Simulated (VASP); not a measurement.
Write the native input for VASP 6.6.1 that does the following.

```yaml
Task: relaxation of cell and atoms
Functional: PBE
Potentials_or_basis: VASP PAW PBE potentials, release 64 (B, As)
Cutoff: 600 eV
k_mesh: 6 × 6 × 4
Occupations: gaussian, width 0.1 eV
Spin: no spin polarisation
Dipole_correction: no
Further_INCAR_settings: ALGO = Normal; EDIFF = 1e-07; IBRION = 2; EDIFFG = -0.04; NSW = 90; ISIF = 3
```

The structure of B3As lies in POSCAR:

```
B3As
1.0
    3.6461595100      0.0000000000      0.0000000000
   -1.8230797500      3.1576667600      0.0000000000
    0.0000000000      0.0000000000      4.7896863900
B As
3 1
Direct
    0.5199126800      0.0000000000      0.0000000000
    0.0000000000      0.5199126800      0.0000000000
    0.4800873200      0.4800873200      0.0000000000
    0.0000000000      0.0000000000      0.5000000000
```

The cell was built from a structure type or drawn by symmetry, and may not be a known phase.

One way to write it, as run:

INCAR

```
SYSTEM = B3As
PREC = Accurate
ENCUT = 600
EDIFF = 1E-7
ISMEAR = 0
SIGMA = 0.1
LREAL = .False.
LASPH = .True.
NELM = 60
ALGO = Normal
ISIF = 3
LWAVE = .False.
LCHARG = .False.
GGA = PE
IBRION = 2
NSW = 90
EDIFFG = -0.04
```

KPOINTS

```
regular mesh
0
Gamma
  6 6 4
  0 0 0
```

Potentials or basis: VASP PAW PBE potentials, release 64 (B, As).

The run is started by

```console
$ cat potpaw_PBE.64/B/POTCAR potpaw_PBE.64/As/POTCAR > POTCAR
$ mpirun -np 1 vasp_std > vasp.out
```

Results of the run:

```json
{
  "Relaxed volume": "10.22 Å³/atom",
  "Relaxed cell": "a = 3.428 Å, b = 3.428 Å, c = 4.018 Å, α = 90.00°, β = 90.00°, γ = 120.00°",
  "Space group after relaxing (to 0.1 Å)": "P6/mmm (No. 191)",
  "Energy gained by relaxing": "307.3 meV/atom",
  "Ionic steps": "13",
  "Pressure after relaxing": "-0.1 GPa",
  "Largest force after relaxing": "0.008 eV/Å",
  "Band gap on the k mesh": "zero (bands 7 and 8 overlap by 4.76 eV)"
}
```

Caveat: the volume moved by over 15 % at a fixed basis, so the end points are rough.

It took 74 s on 1 thread of Intel(R) Xeon(R) Platinum 8559C (Emerald Rapids) (shared host), peak memory 0.2 GiB.
